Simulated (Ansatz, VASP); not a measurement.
## TePb: VASP beside Ansatz

POSCAR

```
TePb
1.0
    0.0000000000      3.3883500000      3.3076750000
    3.3883500000      0.0000000000      3.3076750000
    3.3883500000      3.3883500000      0.0000000000
Te Pb
1 1
Direct
    0.5000000000      0.5000000000      0.5000000000
    0.0000000000      0.0000000000      0.0000000000
```

File INCAR.step1:

```
ALGO     = Normal         # electronic algorithm
EDIFF    = 1E-4           # SCF threshold, eV
ENCUT    = 520            # plane-wave cutoff, eV
GGA      = PE             # functional
ISMEAR   = 0              # smearing method
LASPH    = T              # aspherical terms in the spheres
LCHARG   = F              # write CHGCAR
LREAL    = F              # projectors in reciprocal space
LWAVE    = T              # write WAVECAR
NBANDS   = 17             # bands
NELM     = 80             # most SCF steps
PREC     = Accurate       # precision mode
SIGMA    = 0.05           # smearing width, eV
```

The input INCAR.step2:

```
ALGO     = Normal         # electronic algorithm
EDIFF    = 1E-6           # SCF threshold, eV
ENCUT    = 520            # plane-wave cutoff, eV
ISIF     = 2              # what is computed and relaxed
ISMEAR   = 0              # smearing method
ISTART   = 1            
LASPH    = T              # aspherical terms in the spheres
LCHARG   = F              # write CHGCAR
LMIXTAU  = T            
LREAL    = F              # projectors in reciprocal space
LWAVE    = F              # write WAVECAR
METAGGA  = R2SCAN         # meta-GGA
NBANDS   = 17             # bands
NELM     = 80             # most SCF steps
PREC     = Accurate       # precision mode
SIGMA    = 0.05           # smearing width, eV
```

File KPOINTS:

```
k-points
0
Gamma
  8 8 8
```

Input for Ansatz:

```yaml
crystal:
  lattice:
    - [0.0, 3.38835, 3.307675]
    - [3.38835, 0.0, 3.307675]
    - [3.38835, 3.38835, 0.0]
  atoms:
    - { symbol: Te, position: [0.5, 0.5, 0.5] }
    - { symbol: Pb, position: [0.0, 0.0, 0.0] }
basis:
  ecutwfc: 500
kpoints:
  mp_grid: { grid: [8, 8, 8] }
hamiltonian:
  xc: r2scan
scf:
  occupations: { method: gaussian, width: 0.05 }
output:
  forces: true
  stress: true
  eigenvalues: true
```

Change from the starting cell: strain +0.050 along x and y, +0.025 along z, atoms carried along.

Alike in both runs: task single point; functional r2SCAN; k mesh 8 × 8 × 8; occupations gaussian, width 0.05 eV; no spin polarisation.

|  | VASP | Ansatz |
| --- | --- | --- |
| version | VASP 6.6.1 | Ansatz 0.2.0 |
| potentials or method | VASP PAW PBE potentials, release 64 (Te, Pb_d), cutoff 520 eV | scalar-relativistic, plane waves, PAW |
| valence electrons in the cell | 20 | 30 |

```tsv
	VASP	Ansatz	Ansatz less VASP
gap on the k mesh at the Fermi level (eV)	1.21	1.21	-0.002
least direct gap on the mesh (eV)	1.21	1.21	-0.002
pressure (GPa)	-2.9	-2.9	+0.02
traceless stress, the component that is largest in VASP (GPa)	1.21	1.20	-0.003
```

VASP's potentials were made for PBE, not for r2SCAN. VASP's potentials hold 20 valence electrons a cell and Ansatz's 30, so a difference there can come from the potentials and not from the codes.

Neither program's run includes spin-orbit coupling.
